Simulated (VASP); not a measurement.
Crystal: GaN.

```
Ga N
1.0
     0.00000    2.02417    2.02417
     2.02417    0.00000    2.02417
     2.02417    2.02417    0.00000
Ga N
1 1
Direct
  0.00000 0.00000 0.00000
  0.50000 0.50000 0.50000
```

This cell differs from its parent crystal: strain -4.0%.

Base run:

| Quantity | Value |
| --- | --- |
| Program | VASP 6.6.1 |
| Functional | PBE |
| Potentials or basis | VASP PAW PBE potentials, release 64 (Ga_d, N) |
| Cutoff | 520 eV |
| k mesh | 10 × 10 × 10 |
| Occupations | fermi-dirac, width 0.02 eV |
| Spin | no spin polarisation |

Its results: band gap on the k mesh 1.48 eV, indirect (least direct gap 4.50 eV); pressure 48.9 GPa.

Question: The run is repeated on the same cell with these changes: functional from PBE to r2SCAN; occupations from fermi-dirac, width 0.02 eV to gaussian, width 0.01 eV. What comes out?

Answer: Band gap on the k mesh 2.04 eV, indirect (least direct gap 5.15 eV); pressure 41.3 GPa.

Caveats: the PAW data sets were made with another functional, which shifts forces and pressure a little (some runs).

A k mesh can miss the band edges.
